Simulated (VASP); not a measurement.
# Ta2H (Pmm2) in VASP: single point with PBEsol

Aim: the single point of Ta2H with PBEsol.

Program: VASP 6.6.1. These are calculated values, not measurements. Logs are shortened: lines on timing, memory, paths and dates and some standing lists are left out, and cuts for length are marked.

### Step 1. The cell of the first run

It takes space group Pmm2 (No. 25, orthorhombic). The conventional cell has a = 3.297 Å, b = 3.548 Å, c = 3.342 Å, α = 90.00°, β = 90.00°, γ = 90.00°. Ta (site symmetry mm2) has 2 H at 1.93 Å within 2.6 Å. Within 2.5 Å of Ta (site symmetry mm2) lie 2 H at 1.91 Å. Within 2.5 Å of H (site symmetry mm2) lie 4 Ta at 1.91 to 1.93 Å.

### Step 2. Single point, PBEsol (uniaxial strain along a: +6.0 %)

Contents of INCAR:

```
SYSTEM = Ta2H
  ALGO = Normal
  EDIFF = 1E-6
  ENCUT = 500
  GGA = PS
  GGA_COMPAT = .FALSE.
  ISIF = 2
  ISMEAR = 0
  LASPH = .TRUE.
  LCHARG = .TRUE.
  LELF = .TRUE.
  LREAL = .FALSE.
  LVHAR = .TRUE.
  LWAVE = .FALSE.
  NBANDS = 20
  NELM = 120
  PREC = Accurate
  SIGMA = 0.1
```

Contents of KPOINTS:

```
k-points
0
G
  12 12 12
  0 0 0
```

Contents of POSCAR:

```
Ta2H
1.0
    3.5476006304      0.0000000000      0.0000000000
    0.0000000000      3.2965911519      0.0000000000
    0.0000000000      0.0000000000      3.3420705311
Ta H
2 1
Direct
    0.5000000000      0.0000000000      0.7508938740
    0.0000000000      0.5000000000      0.2681164706
    0.0000000000      0.0000000000     -0.0190103446
```

Potentials or basis: VASP PAW PBE potentials, release 64 (Ta_sv_GW, H).

On the command line:

```sh
$ cat potpaw_PBE.64/Ta_sv_GW/POTCAR potpaw_PBE.64/H/POTCAR > POTCAR
$ mpirun -np 1 vasp_std > vasp.out
```

OUTCAR:

```text
SYSTEM = Ta2H
   EDIFF = 1E-6
   ENCUT = 500
   GGA = PS
   ISIF = 2
   ISMEAR = 0
   LASPH = .TRUE.
   LREAL = .FALSE.
   NELM = 120
   PREC = Accurate

 ion  position               nearest neighbor table
   1  0.500  0.000  0.751-   3 1.93   3 1.93   2 2.91   2 2.91   2 2.91   2 2.91   2 2.98   2 2.98
                             2 2.98   2 2.98
   2  0.000  0.500  0.268-   3 1.91   3 1.91   1 2.91   1 2.91   1 2.91   1 2.91   1 2.98   1 2.98
                             1 2.98   1 2.98
   3  0.000  0.000  0.981-   2 1.91   2 1.91   1 1.93   1 1.93

  LATTYP: Found a simple orthorhombic cell.
 ALAT       =     3.2965911519
 B/A-ratio  =     1.0137958810
 C/A-ratio  =     1.0761421320

  Lattice vectors:

 A1 = (   0.0000000000,   3.2965911519,   0.0000000000)
 A2 = (   0.0000000000,   0.0000000000,   3.3420705311)
 A3 = (   3.5476006304,   0.0000000000,   0.0000000000)

Analysis of symmetry for initial positions (statically):
=====================================================================
 Subroutine PRICEL returns:
 Original cell was already a primitive cell.

 Routine SETGRP: Setting up the symmetry group for a
 simple orthorhombic supercell.

 Subroutine GETGRP returns: Found  4 space group operations
 (whereof  4 operations were pure point group operations)
 out of a pool of  8 trial point group operations.

The static configuration has the point symmetry C_2v.

Analysis of symmetry for dynamics (positions and initial velocities):
=====================================================================
 Subroutine PRICEL returns:
 Original cell was already a primitive cell.

 Routine SETGRP: Setting up the symmetry group for a
 simple orthorhombic supercell.

 Subroutine GETGRP returns: Found  4 space group operations
 (whereof  4 operations were pure point group operations)
 out of a pool of  8 trial point group operations.

The dynamic configuration has the point symmetry C_2v.

 Subroutine INISYM returns: Found  4 space group operations
 (whereof  4 operations are pure point group operations),
 and found     1 'primitive' translations

----------------------------------------------------------------------------------------

                                     Primitive cell

  volume of cell :      39.0855

  direct lattice vectors                    reciprocal lattice vectors
     3.547600630  0.000000000  0.000000000     0.281880658  0.000000000  0.000000000
     0.000000000  3.296591152  0.000000000     0.000000000  0.303343652  0.000000000
     0.000000000  0.000000000  3.342070531     0.000000000  0.000000000  0.299215708

  length of vectors
     3.547600630  3.296591152  3.342070531     0.281880658  0.303343652  0.299215708

  position of ions in fractional coordinates (direct lattice)
     0.500000000  0.000000000  0.750893874
     0.000000000  0.500000000  0.268116471
     0.000000000  0.000000000  0.980989655

  ion indices of the primitive-cell ions
   primitive index   ion index
                 1           1
                 2           2
                 3           3

----------------------------------------------------------------------------------------

 KPOINTS: k-points

Automatic generation of k-mesh.
 Grid dimensions read from file:
 generate k-points for:   12   12   12

 Generating k-lattice:

  Cartesian coordinates                     Fractional coordinates (reciprocal lattice)
     0.023490055  0.000000000  0.000000000     0.083333333  0.000000000  0.000000000
     0.000000000  0.025278638  0.000000000     0.000000000  0.083333333  0.000000000
     0.000000000  0.000000000  0.024934642     0.000000000  0.000000000  0.083333333

  Length of vectors
     0.023490055  0.025278638  0.024934642

  Shift w.r.t. Gamma in fractional coordinates (k-lattice)
     0.000000000  0.000000000  0.000000000

 Subroutine IBZKPT returns following result:
 ===========================================

 Found    343 irreducible k-points:

 Following reciprocal coordinates:
            Coordinates               Weight
  0.000000  0.000000  0.000000      1.000000
  0.083333  0.000000  0.000000      2.000000
  0.166667  0.000000  0.000000      2.000000
  0.250000  0.000000  0.000000      2.000000
  0.333333  0.000000  0.000000      2.000000
  0.416667  0.000000  0.000000      2.000000
[... 16 lines left out ...]
  0.083333  0.250000  0.000000      4.000000
  0.166667  0.250000  0.000000      4.000000
 [... further k-points ...]
   k-points           NKPTS =    343   k-points in BZ     NKDIM =    343   number of bands    NBANDS=     20
   number of dos      NEDOS =    301   number of ions     NIONS =      3
   total plane-waves  NPLWV =  16128
   dimension x,y,z NGX =    28 NGY =   24 NGZ =   24
   dimension x,y,z NGXF=    56 NGYF=   48 NGZF=   48
   ions per type =               2   1
   NGX,Y,Z   is equivalent  to a cutoff of  13.12, 12.10, 11.94 a.u.
   NGXF,Y,Z  is equivalent  to a cutoff of  26.24, 24.21, 23.88 a.u.
 SYSTEM =  Ta2H
   PREC   = accura    normal or accurate (medium, high low for compatibility)
   ISTART =      0    job   : 0-new  1-cont  2-samecut
   ICHARG =      2    charge: 1-file 2-atom 10-const
   ISPIN  =      1    spin polarized calculation?
   LNONCOLLINEAR =      F non collinear calculations
   LSORBIT =      F    spin-orbit coupling
   LASPH  =      T    aspherical Exc in radial PAW
   ENCUT  =  500.0 eV  36.75 Ry    6.06 a.u.   6.47  6.01  6.09*2*pi/ulx,y,z
   NELM   =    120;   NELMIN=  2; NELMDL= -5     # of ELM steps
   EDIFF  = 0.1E-05   stopping-criterion for ELM
   LREAL  =      F    real-space projection
   EDIFFG = 0.1E-04   stopping-criterion for IOM
   NSW    =      0    number of steps for IOM
   IBRION =     -1    ionic relax: 0-MD 1-quasi-New 2-CG
   NFREE  =      0    steps in history (QN), initial steepest desc. (CG)
   ISIF   =      2    stress and relaxation
   ISYM   =      2    0-nonsym 1-usesym 2-fastsym
   POTIM  = 0.5000    time-step for ionic-motion
   TEBEG  =    0.0;   TEEND  =   0.0 temperature during run
   PSTRESS=    0.0 pullay stress
   NELECT =      27.0000    total number of electrons
   NUPDOWN=      -1.0000    fix difference up-down
   EMIN   =  10.00;   EMAX   =-10.00  energy-range for DOS
   EFERMI =   0.00;   METHOD = LEGACY
   ISMEAR =     0;   SIGMA  =   0.10  broadening in eV -4-tet -1-fermi 0-gaus
   EFERMI_NEDOS =   21; number of points for ismear=-14 and -15
   IALGO  =     38    algorithm
   IMIX   =      4    mixing-type and parameters
     AMIX     =   0.40;   BMIX     =  1.00
     AMIX_MAG =   1.60;   BMIX_MAG =  1.00
  volume/ion in A,a.u.               =      13.03        87.92
  Fermi-wavevector in a.u.,A,eV,Ry     =   1.447186  2.734785 28.495315  2.094347
  Thomas-Fermi vector in A             =   2.565169
   LORBIT       =      0    0 simple, 1 ext, 2 COOP (PROOUT), +10 PAW based schemes
   GGA     = PS    functional components
   LHFCALC =     F    Hartree Fock is set to
   AEXX    =    0.0000 exact exchange contribution
   IVDW    =     0    specifies the selected vdW correction
   LEPSILON=     F    determine dielectric tensor
   LRPA    =     F    only Hartree local field effects (RPA)
 non-spin polarized calculation
 Gauss-broadening in eV      SIGMA  =   0.10
  energy-cutoff  :      500.00
  volume of cell :       39.09
 maximum number of plane-waves:      1020
 NGX is ok and might be reduce to    28
   NGX = 13   NGY = 13   NGZ = 13

 number of electron      26.9999997 magnetization

 Free energy of the ion-electron system (eV)
  ---------------------------------------------------
  ext. energy  EPLUGINS =         0.00000000
  ---------------------------------------------------
  free energy    TOTEN  =       -33.80159829 eV

  energy without entropy =      -33.79488003  energy(sigma->0) =      -33.79823916

 E-fermi :   9.8366     XC(G=0): -12.9654

 val. band max:        9.8357182530   @ k =   0.5000   0.5000   0.2500
 cond. band min:       9.8438554627   @ k =   0.0833   0.0833   0.0000
 fundamental gap:      0.0081372097
 Fermi energy:         9.8365941038

 k-point     1 :       0.0000    0.0000    0.0000
  band No.  band energies     occupation
      1     -57.5999      2.00000
      2     -57.4548      2.00000
      3     -24.3623      2.00000
      4     -24.2139      2.00000
      5     -24.2009      2.00000
      6     -23.6104      2.00000
[... 12 lines left out ...]
     19      15.8206      0.00000
     20      15.9382      0.00000

 k-point     2 :       0.0833    0.0000    0.0000
  band No.  band energies     occupation
      1     -57.5973      2.00000
      2     -57.4570      2.00000
      3     -24.3585      2.00000
      4     -24.2030      2.00000
      5     -24.1909      2.00000
      6     -23.6310      2.00000
[... 12 lines left out ...]
     19      15.4898      0.00000
     20      15.7160      0.00000

 k-point     3 :       0.1667    0.0000    0.0000
  band No.  band energies     occupation
      1     -57.5898      2.00000
      2     -57.4636      2.00000
      3     -24.3474      2.00000
      4     -24.1714      2.00000
      5     -24.1618      2.00000
      6     -23.6890      2.00000
[... 12 lines left out ...]
     19      14.7632      0.00000
     20      15.1302      0.00000

 k-point     4 :       0.2500    0.0000    0.0000
  band No.  band energies     occupation
      1     -57.5780      2.00000
      2     -57.4741      2.00000
      3     -24.3258      2.00000
      4     -24.1217      2.00000
      5     -24.1159      2.00000
      6     -23.7738      2.00000
[... 429 lines left out ...]
 k-point    23 :       0.0833    0.2500    0.0000
  band No.  band energies     occupation
      1     -57.5736      2.00000
      2     -57.4729      2.00000
      3     -24.3311      2.00000
      4     -24.1560      2.00000
      5     -24.1066      2.00000
      6     -23.8615      2.00000
[... 12 lines left out ...]
     19      15.0350      0.00000
     20      15.4811      0.00000

 k-point    24 :       0.1667    0.2500    0.0000
  band No.  band energies     occupation
      1     -57.5682      2.00000
      2     -57.4773      2.00000
      3     -24.4017      2.00000
      4     -24.0853      2.00000
      5     -24.0613      2.00000
      6     -23.9659      2.00000
[... 12 lines left out ...]
     19      15.7060      0.00000
     20      16.2056      0.00000

 [... further k-points ...]

------------------------ aborting loop because EDIFF is reached ----------------------------------------

  FORCE on cell =-STRESS in cart. coord.  units (eV):
  Direction    XX          YY          ZZ          XY          YZ          ZX
  --------------------------------------------------------------------------------------
  -------------------------------------------------------------------------------------
  Total       -3.3283648     -0.8813331     -0.8727897      0.0000000      0.0000000      0.0000000
  in kB     -136.4350880    -36.1272760    -35.7770700      0.0000000      0.0000000      0.0000000
  external PRESSURE =     -69.4464780 kB  Pullay stress =       0.0000000 kB

 VOLUME and BASIS-vectors are now :
 -----------------------------------------------------------------------------
  energy-cutoff  :      500.00
  volume of cell :       39.09
      direct lattice vectors                 reciprocal lattice vectors
     3.547600630  0.000000000  0.000000000     0.281880658  0.000000000  0.000000000
     0.000000000  3.296591152  0.000000000     0.000000000  0.303343652  0.000000000
     0.000000000  0.000000000  3.342070531     0.000000000  0.000000000  0.299215708

 POSITION                                       TOTAL-FORCE (eV/Angst)
 -----------------------------------------------------------------------------------
      1.77380      0.00000      2.50954         0.000000      0.000000      0.099511
      0.00000      1.64830      0.89606         0.000000      0.000000      0.023018
      0.00000      0.00000      3.27854         0.000000      0.000000     -0.122529
 -----------------------------------------------------------------------------------
    total drift:                                0.000000      0.000000      0.000105

  FREE ENERGIE OF THE ION-ELECTRON SYSTEM (eV)
  ---------------------------------------------------
  free  energy   TOTEN  =       -33.8015982945 eV

  energy  without entropy=      -33.7948800280  energy(sigma->0) =      -33.79823916
```

It took 4.2 min on 1 thread of Intel Xeon Platinum 8375C at 2.90GHz (Ice Lake), shared host; peak memory 0.35 GiB.

What came out:

| Property | Result |
| --- | --- |
| Free energy | -33.8016 eV |
| Pressure | -6.9 GPa |
| Largest force | 0.123 eV/Å |
| Band gap on the k mesh | zero (an odd number of electrons rules out a gap without spin polarisation) |

Forces in eV/Å, atoms in the order of the input:
```
Ta   0.000  0.000  0.100
Ta   0.000  0.000  0.023
H    0.000  0.000 -0.123
```

Stress tensor (GPa, compression positive):
```
-13.64   0.00   0.00
  0.00  -3.61   0.00
  0.00   0.00  -3.58
```

Levels at points of the mesh, in eV from the Fermi level:
| k point | band 12 | band 13 | band 14 | band 15 | band 16 | band 17 |
| --- | --- | --- | --- | --- | --- | --- |
| (0.00, 0.00, 0.00) | 0.06 | 0.34 | 0.85 | 2.73 | 3.57 | 5.06 |
| (0.50, 0.00, 0.00) | -1.03 | 0.04 | 1.10 | 1.33 | 1.35 | 2.62 |
| (0.00, 0.50, 0.00) | -0.87 | -0.16 | 0.32 | 0.47 | 1.21 | 2.29 |
| (0.50, 0.50, 0.00) | -1.22 | -0.63 | 1.16 | 2.50 | 2.92 | 4.16 |
| (0.00, 0.00, 0.50) | -1.28 | 0.09 | 0.65 | 0.67 | 1.35 | 2.48 |
| (0.50, 0.00, 0.50) | -1.38 | -1.11 | 0.89 | 2.39 | 2.53 | 4.20 |
| (0.00, 0.50, 0.50) | -2.00 | -0.16 | 1.26 | 3.72 | 3.84 | 4.53 |
| (0.50, 0.50, 0.50) | -1.47 | -1.42 | -1.08 | 3.30 | 4.04 | 4.62 |

Caveat: the cell differs from its parent crystal (uniaxial strain along a: +6.0 %); the stress differs along the axes, from -14 to -4 GPa; the PAW data sets were made with another functional, which shifts forces and pressure a little; spin-orbit coupling is left out, which moves the levels of the heavy elements.
